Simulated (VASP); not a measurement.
Input of a VASP 6.6.1 run:

Contents of INCAR:

```
SYSTEM = InSe
PREC = Accurate ; ENCUT = 400
EDIFF = 1E-6 ; ISMEAR = 0
SIGMA = 0.05 ; LREAL = .FALSE.
LASPH = .TRUE. ; NELM = 120
ALGO = Normal ; ISIF = 2
LWAVE = .FALSE. ; LCHARG = .TRUE.
LDIPOL = .TRUE. ; IDIPOL = 3
DIPOL = 0.5 0.5 0.409 ; GGA = PE
IVDW = 12 ; LELF = .TRUE.
LVHAR = .TRUE. ; LVACPOTAV = .TRUE.
NBANDS = 48 ; GGA_COMPAT = .FALSE.
NELMDL = -8
```

Contents of KPOINTS:

```
regular mesh
0
G
  9 9 1
  0 0 0
```

POSCAR

```
InSe
1.0
    4.0266104808      0.0000000000      0.0000000000
   -2.0133052404      3.4871469675      0.0000000000
    0.0000000000      0.0000000000     28.2707100106
Se In
4 4
Direct
    0.0000000000      0.0000000000      0.1591753443
    0.0000000000      0.0000000000      0.3495601292
    0.0000000000      0.3333333333      0.4674423867
    0.0000000000      0.3333333333      0.6578266489
    0.6666666667      0.3333333333      0.2049757359
    0.6666666667      0.3333333333      0.3038183740
    0.6666666667      0.6666666667      0.5131838338
    0.6666666667      0.6666666667      0.6120265328
```

Potentials or basis: VASP PAW PBE potentials, release 64 (Se, In_d).

Run with:

```sh
$ cat potpaw_PBE.64/Se/POTCAR potpaw_PBE.64/In_d/POTCAR > POTCAR
$ mpirun -np 1 vasp_std > vasp.out
```

Q: Estimate the dispersion energy per atom.

A: -0.253 eV.

Q: Estimate the band gap on the k mesh.

A: 1.10 eV (least direct gap 1.16 eV).

Forces in eV/Å, atoms in the order of the input:
```
Se   0.000 -0.001 -0.015
Se   0.028 -0.060  0.015
Se  -0.038  0.054 -0.015
Se  -0.001  0.001  0.015
In   0.001 -0.004  0.014
In   0.004  0.009 -0.015
In   0.009 -0.001  0.015
In  -0.003  0.003 -0.014
```

Caveat: the cell differs from its parent crystal (layers slid over each other, then relaxed in part); spin-orbit coupling is left out, which moves the levels of the heavy elements.
